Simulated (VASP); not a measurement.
Wanted: the native input for a VASP 6.6.1 run.

| Property | Result |
| --- | --- |
| Task | relaxation of the atoms |
| Functional | PBEsol |
| Potentials or basis | VASP PAW PBE potentials, release 64 (C) |
| Cutoff | 520 eV |
| k mesh | 9 × 9 × 6 |
| Occupations | gaussian, width 0.02 eV |
| Spin | no spin polarisation |
| Dipole correction | no |
| Further INCAR settings | ALGO = Normal; EDIFF = 1e-06; IBRION = 2; EDIFFG = -0.002; NSW = 60 |

The structure of C lies in POSCAR:

```
C
1.0
    2.4737402479      0.0000000000      0.0000000000
   -1.2368701239      2.1423218970      0.0000000000
    0.0000000000      0.0000000000      4.1189829179
C
4
Direct
    0.3333333333      0.6666666667     -0.0002008248
    0.6666666667      0.3333333333      0.4997991752
    0.3333333333      0.6666666667      0.3742008248
    0.6666666667      0.3333333333      0.8742008248
```

This cell differs from its parent crystal: strained cell.

One way to write it, as run:

INCAR

```
SYSTEM = C
PREC     = Accurate       ! precision mode
ENCUT    = 520            ! plane-wave cutoff, eV
EDIFF    = 1E-6           ! SCF threshold, eV
ISMEAR   = 0              ! smearing method
SIGMA    = 0.02           ! smearing width, eV
LREAL    = .FALSE.        ! projectors in reciprocal space
LASPH    = .TRUE.         ! aspherical terms in the spheres
NELM     = 100            ! most SCF steps
ALGO     = Normal         ! electronic algorithm
ISIF     = 2              ! what is computed and relaxed
LWAVE    = .FALSE.        ! write WAVECAR
LCHARG   = .FALSE.        ! write CHGCAR
GGA      = PS             ! functional
IBRION   = 2              ! ionic algorithm
NSW      = 60             ! ionic steps
EDIFFG   = -0.002         ! ionic threshold
```

KPOINTS

```
regular mesh
0
G
  9 9 6
  0 0 0
```

Potentials or basis: VASP PAW PBE potentials, release 64 (C).

The run is started by

```console
$ cat potpaw_PBE.64/C/POTCAR > POTCAR
$ mpirun -np 1 vasp_std > vasp.out
```

Results of the run:

```json
{
  "Energy gained by relaxing": "0.0 meV/atom",
  "Ionic steps": "3",
  "Pressure after relaxing": "15.7 GPa",
  "Band gap on the k mesh": "2.91 eV, indirect (least direct gap 4.95 eV)"
}
```

Caveat: the cell differs from its parent crystal (strained cell); the PAW data sets were made with another functional, which shifts forces and pressure a little.

It took 23 s on 1 thread of Intel(R) Xeon(R) Platinum 8259CL CPU @ 2.50GHz (Skylake/Cascade Lake) (shared host), peak memory 0.12 GiB.
